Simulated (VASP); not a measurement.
# Bi (Fm-3m) in VASP: notebook

Bi is run at these levels: LDA; tasks: density of states.

All numbers are computed with VASP 6.6.1; they aren't measurements. Logs are shortened: lines on timing, memory, paths and dates and some standing lists are left out, and cuts for length are marked.

**1. The cell of the first run**

The structure is cubic, space group Fm-3m (No. 225). Conventional cell: a = 3.895 Å, b = 3.895 Å, c = 3.895 Å, α = 90.00°, β = 90.00°, γ = 90.00°. Bi (site symmetry m-3m) has 12 Bi at 2.75 Å within 3.6 Å.

**2. Density of states, LDA (volume scaled by 0.5)**

The input, POSCAR:

```
Bi
1.0
    0.0000000000      1.9476356218      1.9476356218
    1.9476356218      0.0000000000      1.9476356218
    1.9476356218      1.9476356218      0.0000000000
Bi
1
Direct
    0.0000000000      0.0000000000      0.0000000000
```

The input, INCAR.step1:

```
SYSTEM = Bi
PREC     = Accurate       ! precision mode
ENCUT    = 520            ! plane-wave cutoff, eV
EDIFF    = 1E-6           ! SCF threshold, eV
ISMEAR   = -1             ! smearing method
SIGMA    = 0.1            ! smearing width, eV
LREAL    = .False.        ! projectors in reciprocal space
LASPH    = .True.         ! aspherical terms in the spheres
NELM     = 100            ! most SCF steps
ALGO     = Normal         ! electronic algorithm
ISIF     = 2              ! what is computed and relaxed
LWAVE    = .False.        ! write WAVECAR
LCHARG   = .True.         ! write CHGCAR
NBANDS   = 14             ! bands
```

The input, KPOINTS.step1:

```
Automatic mesh
0
Gamma
  14 14 14
  0 0 0
```

The input, INCAR.step2:

```
SYSTEM = Bi
PREC     = Accurate       ! precision mode
ENCUT    = 520            ! plane-wave cutoff, eV
EDIFF    = 1E-6           ! SCF threshold, eV
ISMEAR   = -5             ! smearing method
SIGMA    = 0.1            ! smearing width, eV
LREAL    = .False.        ! projectors in reciprocal space
LASPH    = .True.         ! aspherical terms in the spheres
NELM     = 100            ! most SCF steps
ALGO     = Normal         ! electronic algorithm
ISIF     = 2              ! what is computed and relaxed
LWAVE    = .False.        ! write WAVECAR
LCHARG   = .False.        ! write CHGCAR
LORBIT   = 10             ! projections on sites
NBANDS   = 14             ! bands
NEDOS    = 2001           ! points of the DOS
ICHARG   = 11             ! starting density
```

The input, KPOINTS.step2:

```
Automatic mesh
0
Gamma
  21 21 21
  0 0 0
```

Potentials or basis: VASP PAW LDA potentials, release 64 (Bi_d).

The run is started by

```console
$ cat potpaw_LDA.64/Bi_d/POTCAR > POTCAR
$ cp INCAR.step1 INCAR
$ cp KPOINTS.step1 KPOINTS
$ mpirun -np 1 vasp_std > vasp.out
$ cp INCAR.step2 INCAR
$ cp KPOINTS.step2 KPOINTS
$ mpirun -np 1 vasp_std > vasp.out
```

OUTCAR:

```text
SYSTEM = Bi
   PREC = Accurate
   ENCUT = 520
   EDIFF = 1E-6
   ISMEAR = -5
   LREAL = .False.
   LASPH = .True.
   NELM = 100
   ISIF = 2
   LORBIT = 10
   ICHARG = 11

 ion  position               nearest neighbor table
   1  0.000  0.000  0.000-

  LATTYP: Found a face centered cubic cell.
 ALAT       =     3.8952712436

  Lattice vectors:

 A1 = (   0.0000000000,   1.9476356218,   1.9476356218)
 A2 = (   1.9476356218,   0.0000000000,   1.9476356218)
 A3 = (   1.9476356218,   1.9476356218,   0.0000000000)

Analysis of symmetry for initial positions (statically):
=====================================================================
 Subroutine PRICEL returns:
 Original cell was already a primitive cell.

 Routine SETGRP: Setting up the symmetry group for a
 face centered cubic supercell.

 Subroutine GETGRP returns: Found 48 space group operations
 (whereof 48 operations were pure point group operations)
 out of a pool of 48 trial point group operations.

The static configuration has the point symmetry O_h .

Analysis of symmetry for dynamics (positions and initial velocities):
=====================================================================
 Subroutine PRICEL returns:
 Original cell was already a primitive cell.

 Routine SETGRP: Setting up the symmetry group for a
 face centered cubic supercell.

 Subroutine GETGRP returns: Found 48 space group operations
 (whereof 48 operations were pure point group operations)
 out of a pool of 48 trial point group operations.

The dynamic configuration has the point symmetry O_h .

 Subroutine INISYM returns: Found 48 space group operations
 (whereof 48 operations are pure point group operations),
 and found     1 'primitive' translations

----------------------------------------------------------------------------------------

                                     Primitive cell

  volume of cell :      14.7759

  direct lattice vectors                    reciprocal lattice vectors
     0.000000000  1.947635622  1.947635622    -0.256721532  0.256721532  0.256721532
     1.947635622  0.000000000  1.947635622     0.256721532 -0.256721532  0.256721532
     1.947635622  1.947635622  0.000000000     0.256721532  0.256721532 -0.256721532

  length of vectors
     2.754372711  2.754372711  2.754372711     0.444654736  0.444654736  0.444654736

  position of ions in fractional coordinates (direct lattice)
     0.000000000  0.000000000  0.000000000

  ion indices of the primitive-cell ions
   primitive index   ion index
                 1           1

[... 88 lines left out ...]
   ISMEAR =    -5;   SIGMA  =   0.10  broadening in eV -4-tet -1-fermi 0-gaus
   EFERMI_NEDOS =   21; number of points for ismear=-14 and -15
   IALGO  =     38    algorithm
   IMIX   =      4    mixing-type and parameters
     AMIX     =   0.40;   BMIX     =  1.00
     AMIX_MAG =   1.60;   BMIX_MAG =  1.00
  volume/ion in A,a.u.               =      14.78        99.71
  Fermi-wavevector in a.u.,A,eV,Ry     =   1.645335  3.109231 36.832681  2.707126
  Thomas-Fermi vector in A             =   2.735149
   LORBIT       =     10    0 simple, 1 ext, 2 COOP (PROOUT), +10 PAW based schemes
   GGA     = CA    functional components
   LHFCALC =     F    Hartree Fock is set to
   AEXX    =    0.0000 exact exchange contribution
   IVDW    =     0    specifies the selected vdW correction
   LEPSILON=     F    determine dielectric tensor
   LRPA    =     F    only Hartree local field effects (RPA)
 non-spin polarized calculation
 Fermi weights with tetrahedron method with Bloechl corrections
  energy-cutoff  :      520.00
  volume of cell :       14.78
 maximum number of plane-waves:       411

 number of electron      15.0000008 magnetization

 Free energy of the ion-electron system (eV)
  ---------------------------------------------------
  ext. energy  EPLUGINS =         0.00000000
  ---------------------------------------------------
  free energy    TOTEN  =         0.88929013 eV

  energy without entropy =        0.88929013  energy(sigma->0) =        0.88929013

 E-fermi :  21.4236     XC(G=0): -14.5827

 val. band max:       21.3905153922   @ k =   0.3333   0.2381   0.0000
 cond. band min:      21.2451201666   @ k =   0.4762   0.3810   0.0952
 fundamental gap:     -0.1453952256
 Fermi energy:        21.4236387594

 k-point     1 :       0.0000    0.0000    0.0000
  band No.  band energies     occupation
      1      -3.8001      2.00000
      2      -3.8001      2.00000
      3      -3.8001      2.00000
      4      -3.0627      2.00000
      5      -3.0627      2.00000
      6      -0.7252      2.00000
      7      27.9366      0.00000
      8      31.1164      0.00000
      9      31.1164      0.00000
     10      31.1164      0.00000
     11      38.1105      0.00000
     12      38.1105      0.00000
     13      38.1105      0.00000
     14      38.3729      0.00000
[... 377 lines left out ...]
      1      -4.2166      2.00000
      2      -3.7224      2.00000
      3      -3.7009      2.00000
      4      -2.6098      2.00000
      5      -2.5442      2.00000
      6       5.5932      2.00000
      7      13.6379      2.00000
      8      27.2579      0.00000
      9      28.2338      0.00000
     10      28.9964      0.00000
     11      35.3582      0.00000
     12      35.4492      0.00000
     13      36.8393      0.00000
     14      42.3611      0.00000

 [... further k-points ...]

------------------------ aborting loop because EDIFF is reached ----------------------------------------

  FORCE on cell =-STRESS in cart. coord.  units (eV):
  Direction    XX          YY          ZZ          XY          YZ          ZX
  --------------------------------------------------------------------------------------
  -------------------------------------------------------------------------------------
  Total       20.4493399     20.4493399     20.4493399     -0.0000000      0.0000000      0.0000000
  in kB     2217.3627828   2217.3627828   2217.3627828     -0.0000000      0.0000000      0.0000000
  external PRESSURE =    2217.3627828 kB  Pullay stress =       0.0000000 kB

 VOLUME and BASIS-vectors are now :
 -----------------------------------------------------------------------------
  energy-cutoff  :      520.00
  volume of cell :       14.78
      direct lattice vectors                 reciprocal lattice vectors
     0.000000000  1.947635622  1.947635622    -0.256721532  0.256721532  0.256721532
     1.947635622  0.000000000  1.947635622     0.256721532 -0.256721532  0.256721532
     1.947635622  1.947635622  0.000000000     0.256721532  0.256721532 -0.256721532

 POSITION                                       TOTAL-FORCE (eV/Angst)
 -----------------------------------------------------------------------------------
      0.00000      0.00000      0.00000        -0.000000      0.000000     -0.000000
 -----------------------------------------------------------------------------------
    total drift:                                0.000000     -0.000000     -0.000000

  FREE ENERGIE OF THE ION-ELECTRON SYSTEM (eV)
  ---------------------------------------------------
  free  energy   TOTEN  =         0.8892901335 eV

  energy  without entropy=        0.8892901335  energy(sigma->0) =        0.88929013

 total charge

# of ion       s       p       d       tot
------------------------------------------
    1        1.606   1.954  10.207  13.766
```

OUTCAR.step1:

```text
SYSTEM = Bi
   PREC = Accurate
   ENCUT = 520
   EDIFF = 1E-6
   ISMEAR = -1
   LREAL = .False.
[... 624 lines left out ...]
 -----------------------------------------------------------------------------------
      0.00000      0.00000      0.00000        -0.000000      0.000000      0.000000
 -----------------------------------------------------------------------------------
    total drift:                                0.000000      0.000000      0.000000

  FREE ENERGIE OF THE ION-ELECTRON SYSTEM (eV)
  ---------------------------------------------------
  free  energy   TOTEN  =         0.8806219870 eV

  energy  without entropy=        0.8941058576  energy(sigma->0) =        0.88736392
```

Wall time 39 s (1 thread of Intel Xeon Platinum 8488C (Sapphire Rapids), shared host); peak memory 0.16 GiB.

Results:

- Valence electrons inside the program's atomic spheres: Bi 13.77

Levels at points of the mesh, in eV from the Fermi level:
```
           k point  band 4  band 5  band 6  band 7  band 8  band 9  band 10  band 11
(0.00, 0.00, 0.00)  -24.49  -24.49  -22.15    6.51    9.69    9.69     9.69    16.69
```

Caveat: the cell differs from its parent crystal (volume scaled by 0.5); spin-orbit coupling is left out, which moves the levels of the heavy elements; tetrahedron occupations give inexact forces and stress in metals.

**3. Density of states, LDA**

This run uses another cell than the first one, of 29.55 Å³/atom, 2.000 times its volume.

The input, POSCAR:

```
Bi
1.0
    0.0000000000      2.4538671174      2.4538671174
    2.4538671174      0.0000000000      2.4538671174
    2.4538671174      2.4538671174      0.0000000000
Bi
1
Direct
    0.0000000000      0.0000000000      0.0000000000
```

The input, INCAR.step1:

```
SYSTEM = Bi
PREC = Accurate
ENCUT = 520
EDIFF = 1E-7
ISMEAR = -1
SIGMA = 0.1
LREAL = .FALSE.
LASPH = .TRUE.
NELM = 80
ALGO = Normal
ISIF = 2
LWAVE = .FALSE.
LCHARG = .TRUE.
NBANDS = 14
```

The input, KPOINTS.step1:

```
Automatic mesh
0
G
  14 14 14
  0 0 0
```

The input, INCAR.step2:

```
SYSTEM = Bi
PREC = Accurate
ENCUT = 520
EDIFF = 1E-7
ISMEAR = -5
SIGMA = 0.1
LREAL = .FALSE.
LASPH = .TRUE.
NELM = 80
ALGO = Normal
ISIF = 2
LWAVE = .FALSE.
LCHARG = .FALSE.
LORBIT = 10
NBANDS = 14
NEDOS = 1001
ICHARG = 11
```

The input, KPOINTS.step2:

```
Automatic mesh
0
G
  21 21 21
  0 0 0
```

Potentials or basis: VASP PAW LDA potentials, release 64 (Bi_d).

The run is started by

```console
$ cat potpaw_LDA.64/Bi_d/POTCAR > POTCAR
$ cp INCAR.step1 INCAR
$ cp KPOINTS.step1 KPOINTS
$ mpirun -np 1 vasp_std > vasp.out
$ cp INCAR.step2 INCAR
$ cp KPOINTS.step2 KPOINTS
$ mpirun -np 1 vasp_std > vasp.out
```

OUTCAR:

```text
SYSTEM = Bi
   PREC = Accurate
   ENCUT = 520
   EDIFF = 1E-7
   ISMEAR = -5
   LREAL = .FALSE.
   LASPH = .TRUE.
   NELM = 80
   ISIF = 2
   LORBIT = 10
   ICHARG = 11

 ion  position               nearest neighbor table
   1  0.000  0.000  0.000-

  LATTYP: Found a face centered cubic cell.
 ALAT       =     4.9077342348

  Lattice vectors:

 A1 = (   0.0000000000,   2.4538671174,   2.4538671174)
 A2 = (   2.4538671174,   0.0000000000,   2.4538671174)
 A3 = (   2.4538671174,   2.4538671174,   0.0000000000)

Analysis of symmetry for initial positions (statically):
=====================================================================
 Subroutine PRICEL returns:
 Original cell was already a primitive cell.

 Routine SETGRP: Setting up the symmetry group for a
 face centered cubic supercell.

 Subroutine GETGRP returns: Found 48 space group operations
 (whereof 48 operations were pure point group operations)
 out of a pool of 48 trial point group operations.

The static configuration has the point symmetry O_h .

Analysis of symmetry for dynamics (positions and initial velocities):
=====================================================================
 Subroutine PRICEL returns:
 Original cell was already a primitive cell.

 Routine SETGRP: Setting up the symmetry group for a
 face centered cubic supercell.

 Subroutine GETGRP returns: Found 48 space group operations
 (whereof 48 operations were pure point group operations)
 out of a pool of 48 trial point group operations.

The dynamic configuration has the point symmetry O_h .

 Subroutine INISYM returns: Found 48 space group operations
 (whereof 48 operations are pure point group operations),
 and found     1 'primitive' translations

----------------------------------------------------------------------------------------

                                     Primitive cell

  volume of cell :      29.5517

  direct lattice vectors                    reciprocal lattice vectors
[... 120 lines left out ...]
  energy-cutoff  :      520.00
  volume of cell :       29.55
 maximum number of plane-waves:       821
 NGX is ok and might be reduce to    28

 number of electron      15.0000000 magnetization

 Free energy of the ion-electron system (eV)
  ---------------------------------------------------
  ext. energy  EPLUGINS =         0.00000000
  ---------------------------------------------------
  free energy    TOTEN  =        -4.40612405 eV

  energy without entropy =       -4.40612405  energy(sigma->0) =       -4.40612405

 E-fermi :   8.4488     XC(G=0): -10.7799

 val. band max:        8.5070863905   @ k =  -0.4762   0.4762   0.0476
 cond. band min:       8.3538471827   @ k =  -0.4762   0.4286   0.0952
 fundamental gap:     -0.1532392078
 Fermi energy:         8.4487551137

 k-point     1 :       0.0000    0.0000    0.0000
  band No.  band energies     occupation
      1     -14.6506      2.00000
      2     -14.6506      2.00000
      3     -14.6506      2.00000
      4     -14.5633      2.00000
      5     -14.5633      2.00000
      6      -5.5678      2.00000
      7      13.6529      0.00000
      8      13.6529      0.00000
      9      13.6529      0.00000
     10      17.5123      0.00000
     11      17.9930      0.00000
     12      19.5427      0.00000
     13      19.5427      0.00000
     14      19.5427      0.00000
[... 377 lines left out ...]
      1     -14.6429      2.00000
      2     -14.6365      2.00000
      3     -14.6344      2.00000
      4     -14.4959      2.00000
      5     -14.4865      2.00000
      6      -2.9895      2.00000
      7       3.8685      2.00000
      8      11.5034      0.00000
      9      12.2078      0.00000
     10      16.4178      0.00000
     11      17.0770      0.00000
     12      18.5462      0.00000
     13      19.3997      0.00000
     14      23.8121      0.00000

 [... further k-points ...]

------------------------ aborting loop because EDIFF is reached ----------------------------------------

  FORCE on cell =-STRESS in cart. coord.  units (eV):
  Direction    XX          YY          ZZ          XY          YZ          ZX
  --------------------------------------------------------------------------------------
  -------------------------------------------------------------------------------------
  Total       -0.0323277     -0.0323277     -0.0323277     -0.0000000     -0.0000000     -0.0000000
  in kB       -1.7526797     -1.7526797     -1.7526797     -0.0000000     -0.0000000     -0.0000000
  external PRESSURE =      -1.7526797 kB  Pullay stress =       0.0000000 kB

 VOLUME and BASIS-vectors are now :
 -----------------------------------------------------------------------------
  energy-cutoff  :      520.00
  volume of cell :       29.55
      direct lattice vectors                 reciprocal lattice vectors
     0.000000000  2.453867117  2.453867117    -0.203760015  0.203760015  0.203760015
     2.453867117  0.000000000  2.453867117     0.203760015 -0.203760015  0.203760015
     2.453867117  2.453867117  0.000000000     0.203760015  0.203760015 -0.203760015

 POSITION                                       TOTAL-FORCE (eV/Angst)
 -----------------------------------------------------------------------------------
      0.00000      0.00000      0.00000         0.000000     -0.000000      0.000000
 -----------------------------------------------------------------------------------
    total drift:                               -0.000000     -0.000000     -0.000000

  FREE ENERGIE OF THE ION-ELECTRON SYSTEM (eV)
  ---------------------------------------------------
  free  energy   TOTEN  =        -4.4061240546 eV

  energy  without entropy=       -4.4061240546  energy(sigma->0) =       -4.40612405

 total charge

# of ion       s       p       d       tot
------------------------------------------
    1        1.563   1.279   9.925  12.767
```

Wall time 93 s (1 thread of Intel Xeon Platinum 8488C (Sapphire Rapids), shared host); peak memory 0.22 GiB.

What came out:

```yaml
Valence_electrons_inside_the_program's_atomic_spheres: Bi 12.77
```

Caveat: spin-orbit coupling is left out, which moves the levels of the heavy elements; tetrahedron occupations give inexact forces and stress in metals.

[end of part 1 of 2]
